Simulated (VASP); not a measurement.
Wanted: the native input for a VASP 6.6.1 run.

```
Task                   : electric field gradients
Functional             : PBEsol
Potentials or basis    : VASP PAW PBE potentials, release 64 (Ti_sv)
Cutoff                 : 520 eV
k mesh                 : 13 × 13 × 7
Occupations            : fermi-dirac, width 0.08 eV
Spin                   : no spin polarisation
Dipole correction      : no
Further INCAR settings : ALGO = Normal; EDIFF = 1e-08; NBANDS = 19
```

The structure of Ti lies in POSCAR:

```
Ti
1.0
    2.9101281370      0.0000000000      0.0000000000
   -1.4550640685      2.5202448949      0.0000000000
    0.0000000000      0.0000000000      4.6226679121
Ti
2
Direct
    0.3333333333      0.6666666667      0.2500000000
    0.6666666667      0.3333333333      0.7500000000
```

This cell differs from its parent crystal: volume scaled by 0.96.

These files were run (other wordings do the same):

INCAR

```
PREC = Accurate
ENCUT = 520
EDIFF = 1E-8
ISMEAR = -1
SIGMA = 0.08
LREAL = False
LASPH = True
NELM = 80
ALGO = Normal
ISIF = 2
LWAVE = False
LCHARG = False
GGA = PS
LEFG = True
NBANDS = 19
```

KPOINTS

```
regular mesh
0
Gamma
  13 13 7
```

Potentials or basis: VASP PAW PBE potentials, release 64 (Ti_sv).

Command:

```sh
$ cat potpaw_PBE.64/Ti_sv/POTCAR > POTCAR
$ mpirun -np 1 vasp_std > vasp.out
```

Results of the run:

```json
{
 "Pressure": "-1.8 GPa",
 "Band gap on the k mesh": "zero (band 12 reaches 9.26 eV, above the bottom of band 13 at 8.13 eV)"
}
```

Caveat: without QUAD_EFG the Cq values of the log hold for a quadrupole moment of 1 mb, not for the nuclei; the PAW data sets were made with another functional, which shifts forces and pressure a little.

Wall time 22 s on 1 thread of Intel(R) Xeon(R) 6975P-C (Granite Rapids), with other jobs on the host, peak memory 0.18 GiB.
